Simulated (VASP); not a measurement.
A run of VASP 6.6.1 is set up as follows.

Contents of POSCAR:

```
Ge
1.0
    0.0000000000      2.8088405851      2.8088405851
    2.8088405851      0.0000000000      2.8088405851
    2.8088405851      2.8088405851      0.0000000000
Ge
2
Direct
    0.0000000000      0.0000000000      0.0000000000
    0.2500000000      0.2500000000      0.2500000000
```

Contents of INCAR.step1:

```
PREC = Accurate ; ENCUT = 520
ISMEAR = 0 ; SIGMA = 0.02
LREAL = False ; LASPH = True
NELM = 60 ; NBANDS = 21
GGA = PE ; ALGO = Normal
EDIFF = 1E-4 ; LWAVE = True
LCHARG = False
```

Contents of INCAR.step2:

```
PREC = Accurate ; ENCUT = 520
EDIFF = 1E-7 ; ISMEAR = 0
SIGMA = 0.02 ; LREAL = False
LASPH = True ; NELM = 60
ALGO = Normal ; ISIF = 2
LWAVE = False ; LCHARG = False
METAGGA = R2SCAN ; LMIXTAU = True
NBANDS = 21 ; ISTART = 1
```

File KPOINTS:

```
regular mesh
0
Gamma
  12 12 12
```

Potentials or basis: VASP PAW PBE potentials, release 64 (Ge_d).

The run is started by

```console
$ cat potpaw_PBE.64/Ge_d/POTCAR > POTCAR
$ cp INCAR.step1 INCAR
$ mpirun -np 1 vasp_std > vasp.out
$ cp INCAR.step2 INCAR
$ mpirun -np 1 vasp_std > vasp.out
```

**Question.** What does it give for the pressure?

**Answer.** 2.4 GPa.

**Question.** Estimate the band gap on the k mesh.

**Answer.** 0.52 eV, indirect (least direct gap 0.61 eV).

Caveat: the PAW data sets were made with another functional, which shifts forces and pressure a little. A k mesh can miss the band edges.
